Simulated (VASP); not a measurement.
SiSnO4:

```
Si Sn O
1.0
     3.24059   -3.24059    0.00000
     3.24059    3.24059    0.00000
     0.00000    0.00000    3.08503
Si Sn O
1 1 4
Direct
  0.50000 0.50000 0.50000
  0.00000 0.00000 0.00000
  0.19403 0.19403 0.50000
  0.80597 0.80597 0.50000
  0.69403 0.30597 0.00000
  0.30597 0.69403 0.00000
```

```yaml
Program: VASP 6.6.1
Task: relaxation of cell and atoms
Functional: PBE
Potentials_or_basis: VASP PAW PBE potentials, release 64 (Si, Sn_d, O)
Cutoff: 600 eV
k_mesh: 6 × 6 × 8
Occupations: fermi-dirac, width 0.02 eV
Spin: no spin polarisation
```

At the start: pressure -3.9 GPa; volume 10.80 Å³/atom.

Where does the relaxation end?

Over 11 steps the energy falls by 237.1 meV/atom and the volume is 10.20 Å³/atom (-5.5 %); space group Cmmm (No. 65, to 0.05 Å).

The path:
```
step  energy change (eV)  largest force (eV/Å)  pressure (GPa)  volume (Å³)
   1              0.0000                4.4394           -3.90        64.79
   2             -0.9591                3.3380            0.75        62.31
   3             -1.3426                0.6893           -5.62        63.16
   4             -1.3891                0.3204            5.62        59.96
   5             -1.4099                0.4462            1.31        61.07
   6             -1.4212                0.1909           -0.49        61.34
   7             -1.4223                0.0494           -0.10        61.28
   8             -1.4225                0.0138           -0.02        61.24
   9             -1.4226                0.0025           -0.06        61.25
  10             -1.4226                0.0020           -0.04        61.25
  11             -1.4226                0.0011            0.04        61.23
```

Final structure:
```
CELL_PARAMETERS angstrom
3.16209 -3.25105 0.00000
3.16209 3.25105 0.00000
0.00000 0.00000 2.97801
ATOMIC_POSITIONS crystal
Si 0.50000 0.50000 0.50000
Sn 0.00000 0.00000 0.00000
O 0.21951 0.21951 0.50000
O 0.78049 0.78049 0.50000
O 0.67655 0.32345 0.00000
O 0.32345 0.67655 0.00000
```
